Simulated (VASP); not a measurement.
Write the native input for VASP 6.6.1 that does the following.

| Property | Result |
| --- | --- |
| Task | single point |
| Functional | PBE-based screened hybrid with 100 % exact exchange |
| Potentials or basis | VASP PAW PBE potentials, release 64 (Ca_sv, O) |
| Cutoff | 520 eV |
| k mesh | 4 × 4 × 4 |
| Occupations | gaussian, width 0.01 eV |
| Spin | no spin polarisation |
| Dipole correction | no |
| Grid for exact exchange (PRECFOCK) | Normal |
| Share of exact exchange | 1 |
| Further INCAR settings | ALGO = Normal; EDIFF = 1e-07; NBANDS = 15 |
| Screening parameter | 0.1 1/Å |

The system is CaO.

```
Ca O
1.0
     0.00000    2.60673    2.60673
     2.60673    0.00000    2.60673
     2.60673    2.60673    0.00000
Ca O
1 1
Direct
  0.00000 0.00000 0.00000
  0.25000 0.25000 0.25000
```

One way to write it, as run:

POSCAR

```
CaO
1.0
    0.0000000000      2.6067317416      2.6067317416
    2.6067317416      0.0000000000      2.6067317416
    2.6067317416      2.6067317416      0.0000000000
Ca O
1 1
Direct
    0.0000000000      0.0000000000      0.0000000000
    0.2500000000      0.2500000000      0.2500000000
```

INCAR.step1

```
PREC = Accurate
ENCUT = 520
EDIFF = 1E-5
ISMEAR = 0
SIGMA = 0.01
LREAL = F
LASPH = T
NELM = 60
ALGO = Normal
ISIF = 2
LWAVE = T
LCHARG = F
NBANDS = 15
GGA = PE
```

INCAR.step2

```
PREC = Accurate
ENCUT = 520
EDIFF = 1E-7
ISMEAR = 0
SIGMA = 0.01
LREAL = F
LASPH = T
NELM = 60
ALGO = Normal
ISIF = 2
LWAVE = F
LCHARG = F
GGA = PE
LHFCALC = T
AEXX = 1.0
HFSCREEN = 0.1
PRECFOCK = Normal
NBANDS = 15
ISTART = 1
ALDAC = 1.0
AGGAC = 1.0
```

KPOINTS

```
regular mesh
0
Gamma
  4 4 4
```

Potentials or basis: VASP PAW PBE potentials, release 64 (Ca_sv, O).

Run with:

```bash
$ cat potpaw_PBE.64/Ca_sv/POTCAR potpaw_PBE.64/O/POTCAR > POTCAR
$ cp INCAR.step1 INCAR
$ mpirun -np 1 vasp_std > vasp.out
$ cp INCAR.step2 INCAR
$ mpirun -np 1 vasp_std > vasp.out
```

Results of the run:

```yaml
Pressure: -3.4 GPa
Band_gap_on_the_k_mesh: 10.89 eV (least direct gap 11.50 eV)
```

Caveat: the k points lie up to 0.52 Å⁻¹ apart; the structure was generated, so it needn't be the stable form of CaO; the PAW data sets were made with another functional, which shifts forces and pressure a little.

Run time: 13 min on 1 thread of Oxide Virtual Turin-like Processor, on a shared host, peak memory 0.24 GiB.
